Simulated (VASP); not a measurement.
Here is a VASP 6.6.1 calculation.

POSCAR

```
Ca3Y
1.0
    5.4460759362      0.0000000000      0.0000000000
    0.0000000000      5.4460759362      0.0000000000
    0.0000000000      0.0000000000      5.4460759362
Ca Y
3 1
Direct
    0.0000000000      0.5000000000      0.5000000000
    0.5000000000      0.0000000000      0.5000000000
    0.5000000000      0.5000000000      0.0000000000
    0.0000000000      0.0000000000      0.0000000000
```

The input INCAR.step1:

```
SYSTEM = Ca3Y
PREC = Accurate
ENCUT = 520
ISMEAR = 0
SIGMA = 0.05
LREAL = .False.
LASPH = .True.
NELM = 60
NBANDS = 28
GGA = PE
ALGO = Normal
EDIFF = 1E-4
LWAVE = .True.
LCHARG = .False.
```

The input INCAR.step2:

```
SYSTEM = Ca3Y
PREC = Accurate
ENCUT = 520
EDIFF = 1E-6
ISMEAR = 0
SIGMA = 0.05
LREAL = .False.
LASPH = .True.
NELM = 60
ALGO = Normal
ISIF = 2
LWAVE = .False.
LCHARG = .False.
METAGGA = R2SCAN
LMIXTAU = .True.
NBANDS = 28
ISTART = 1
```

Contents of KPOINTS:

```
Automatic mesh
0
Gamma
  5 5 5
  0 0 0
```

Potentials or basis: VASP PAW PBE potentials, release 64 (Ca_sv, Y_sv).

Run with:

```bash
$ cat potpaw_PBE.64/Ca_sv/POTCAR potpaw_PBE.64/Y_sv/POTCAR > POTCAR
$ cp INCAR.step1 INCAR
$ mpirun -np 1 vasp_std > vasp.out
$ cp INCAR.step2 INCAR
$ mpirun -np 1 vasp_std > vasp.out
```

(1) Estimate the pressure.

Answers

(1) 0.1 GPa.

Caveat: the PAW data sets were made with another functional, which shifts forces and pressure a little.
